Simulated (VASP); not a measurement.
# CuI (Fm-3m) in VASP: further runs, part 2 of 2

VASP 6.6.1.

**3. Single point, r2SCAN**

Input file POSCAR:

```
CuI
1.0
    0.0000000000      2.8620890000      2.8620890000
    2.8620890000      0.0000000000      2.8620890000
    2.8620890000      2.8620890000      0.0000000000
Cu I
1 1
Direct
    0.0000000000      0.0000000000      0.0000000000
    0.5000000000      0.5000000000      0.5000000000
```

Input file INCAR.step1:

```
SYSTEM = CuI
  ALGO = Normal
  EDIFF = 1E-4
  ENCUT = 520
  GGA = PE
  ISMEAR = 0
  LASPH = .TRUE.
  LCHARG = .FALSE.
  LREAL = .FALSE.
  LWAVE = .TRUE.
  NBANDS = 16
  NELM = 80
  PREC = Accurate
  SIGMA = 0.1
```

Input file INCAR.step2:

```
SYSTEM = CuI
  ALGO = Normal
  EDIFF = 1E-6
  ENCUT = 520
  ISIF = 2
  ISMEAR = 0
  ISTART = 1
  LASPH = .TRUE.
  LCHARG = .FALSE.
  LMIXTAU = .TRUE.
  LREAL = .FALSE.
  LWAVE = .FALSE.
  METAGGA = R2SCAN
  NBANDS = 16
  NELM = 80
  PREC = Accurate
  SIGMA = 0.1
```

Input file KPOINTS:

```
k-points
0
G
  4 4 4
  0 0 0
```

Potentials or basis: VASP PAW PBE potentials, release 64 (Cu, I).

The run is started by

```
$ cat potpaw_PBE.64/Cu/POTCAR potpaw_PBE.64/I/POTCAR > POTCAR
$ cp INCAR.step1 INCAR
$ mpirun -np 1 vasp_std > vasp.out
$ cp INCAR.step2 INCAR
$ mpirun -np 1 vasp_std > vasp.out
```

OUTCAR:

```text
SYSTEM = CuI
   EDIFF = 1E-6
   ENCUT = 520
   ISIF = 2
   ISMEAR = 0
   ISTART = 1
   LASPH = .TRUE.
   LREAL = .FALSE.
   METAGGA = R2SCAN
   NELM = 80
   PREC = Accurate

 ion  position               nearest neighbor table
   1  0.000  0.000  0.000-   2 2.86   2 2.86   2 2.86   2 2.86   2 2.86   2 2.86
   2  0.500  0.500  0.500-   1 2.86   1 2.86   1 2.86   1 2.86   1 2.86   1 2.86

  LATTYP: Found a face centered cubic cell.
 ALAT       =     5.7241780000

  Lattice vectors:

 A1 = (   0.0000000000,   2.8620890000,   2.8620890000)
 A2 = (   2.8620890000,   0.0000000000,   2.8620890000)
 A3 = (   2.8620890000,   2.8620890000,   0.0000000000)

Analysis of symmetry for initial positions (statically):
=====================================================================
 Subroutine PRICEL returns:
 Original cell was already a primitive cell.

 Routine SETGRP: Setting up the symmetry group for a
 face centered cubic supercell.

 Subroutine GETGRP returns: Found 48 space group operations
 (whereof 48 operations were pure point group operations)
 out of a pool of 48 trial point group operations.

The static configuration has the point symmetry O_h .

Analysis of symmetry for dynamics (positions and initial velocities):
=====================================================================
 Subroutine PRICEL returns:
 Original cell was already a primitive cell.

 Routine SETGRP: Setting up the symmetry group for a
 face centered cubic supercell.

 Subroutine GETGRP returns: Found 48 space group operations
 (whereof 48 operations were pure point group operations)
 out of a pool of 48 trial point group operations.

The dynamic configuration has the point symmetry O_h .

 Subroutine INISYM returns: Found 48 space group operations
 (whereof 48 operations are pure point group operations),
 and found     1 'primitive' translations

----------------------------------------------------------------------------------------
[... 94 lines left out ...]
   IMIX   =      4    mixing-type and parameters
     AMIX     =   0.40;   BMIX     =  1.00
     AMIX_MAG =   1.60;   BMIX_MAG =  1.00
  volume/ion in A,a.u.               =      23.44       158.21
  Fermi-wavevector in a.u.,A,eV,Ry     =   1.189796  2.248389 19.260607  1.415615
  Thomas-Fermi vector in A             =   2.325895
   LORBIT       =      0    0 simple, 1 ext, 2 COOP (PROOUT), +10 PAW based schemes
   METAGGA = R2SCAN    functional components
   LHFCALC =     F    Hartree Fock is set to
   AEXX    =    0.0000 exact exchange contribution
   IVDW    =     0    specifies the selected vdW correction
   LEPSILON=     F    determine dielectric tensor
   LRPA    =     F    only Hartree local field effects (RPA)
 non-spin polarized calculation
 Gauss-broadening in eV      SIGMA  =   0.10
  energy-cutoff  :      520.00
  volume of cell :       46.89
 maximum number of plane-waves:      1283
   NGX = 15   NGY = 15   NGZ = 15

 number of electron      18.0000005 magnetization

 Free energy of the ion-electron system (eV)
  ---------------------------------------------------
  ext. energy  EPLUGINS =         0.00000000
  ---------------------------------------------------
  free energy    TOTEN  =       -35.29108294 eV

  energy without entropy =      -35.28295933  energy(sigma->0) =      -35.28702114

 E-fermi :   6.0401     XC(G=0): -10.4990

 val. band max:        6.0084671327   @ k =   0.5000   0.0000   0.0000
 cond. band min:       7.5797310618   @ k =   0.0000   0.0000   0.0000
 fundamental gap:      1.5712639291
 Fermi energy:         6.0401374604

 k-point     1 :       0.0000    0.0000    0.0000
  band No.  band energies     occupation
      1      -8.7179      2.00000
      2       4.0380      2.00000
      3       4.0380      2.00000
      4       4.0730      2.00000
      5       4.0731      2.00000
      6       4.0731      2.00000
[... 129 lines left out ...]
      3       1.1754      2.00000
      4       1.4633      2.00000
      5       4.3175      2.00000
      6       4.3176      2.00000
[... 8 lines left out ...]
     15      18.2528      0.00000
     16      20.1856      0.00000

------------------------ aborting loop because EDIFF is reached ----------------------------------------

  FORCE on cell =-STRESS in cart. coord.  units (eV):
  Direction    XX          YY          ZZ          XY          YZ          ZX
  --------------------------------------------------------------------------------------
  -------------------------------------------------------------------------------------
  Total       -0.0772959     -0.0772959     -0.0772959     -0.0000000     -0.0000000     -0.0000000
  in kB       -2.6411164     -2.6411164     -2.6411164     -0.0000000     -0.0000000     -0.0000000
  external PRESSURE =      -2.6411164 kB  Pullay stress =       0.0000000 kB

 VOLUME and BASIS-vectors are now :
 -----------------------------------------------------------------------------
  energy-cutoff  :      520.00
  volume of cell :       46.89
      direct lattice vectors                 reciprocal lattice vectors
     0.000000000  2.862089000  2.862089000    -0.174697572  0.174697572  0.174697572
     2.862089000  0.000000000  2.862089000     0.174697572 -0.174697572  0.174697572
     2.862089000  2.862089000  0.000000000     0.174697572  0.174697572 -0.174697572

 POSITION                                       TOTAL-FORCE (eV/Angst)
 -----------------------------------------------------------------------------------
      0.00000      0.00000      0.00000         0.000000      0.000000      0.000000
      2.86209      2.86209      2.86209        -0.000000     -0.000000     -0.000000
 -----------------------------------------------------------------------------------
    total drift:                               -0.000000      0.000000      0.000000

  FREE ENERGIE OF THE ION-ELECTRON SYSTEM (eV)
  ---------------------------------------------------
  free  energy   TOTEN  =       -35.2910829431 eV

  energy  without entropy=      -35.2829593305  energy(sigma->0) =      -35.28702114
```

OUTCAR.step1:

```text
SYSTEM = CuI
   EDIFF = 1E-4
   ENCUT = 520
   GGA = PE
   ISMEAR = 0
   LASPH = .TRUE.
   LREAL = .FALSE.
[... 353 lines left out ...]
      0.00000      0.00000      0.00000         0.000000     -0.000000      0.000000
      2.86209      2.86209      2.86209        -0.000000      0.000000     -0.000000
 -----------------------------------------------------------------------------------
    total drift:                               -0.000000      0.000000      0.000000

  FREE ENERGIE OF THE ION-ELECTRON SYSTEM (eV)
  ---------------------------------------------------
  free  energy   TOTEN  =        -5.0595036413 eV

  energy  without entropy=       -5.0522096318  energy(sigma->0) =       -5.05585664
```

Wall time 70 s (1 thread of Intel Xeon 6975P-C, shared host); peak memory 0.17 GiB.

What came out:

* Free energy: -35.2911 eV
* Pressure: -0.3 GPa
* Band gap on the k mesh: zero (band 9 reaches 6.01 eV, above the bottom of band 10 at 5.95 eV)

Levels at points of the mesh, in eV from the Fermi level:
```csv
k point,band 7,band 8,band 9,band 10,band 11,band 12
"(0.00, 0.00, 0.00)",-1.93,-1.93,-1.93,1.54,7.76,7.76
"(0.50, 0.00, 0.00)",-1.66,-0.03,-0.03,3.30,4.82,4.82
"(0.50, 0.50, 0.00)",-1.68,-1.68,-1.55,-0.09,4.76,10.80
```

Caveat: the k points lie up to 0.48 Å⁻¹ apart; the PAW data sets were made with another functional, which shifts forces and pressure a little; spin-orbit coupling is left out, which moves the levels of the heavy elements; semilocal functionals often make such compounds metallic where correlation or magnetic order opens a gap, which also shifts bond lengths.
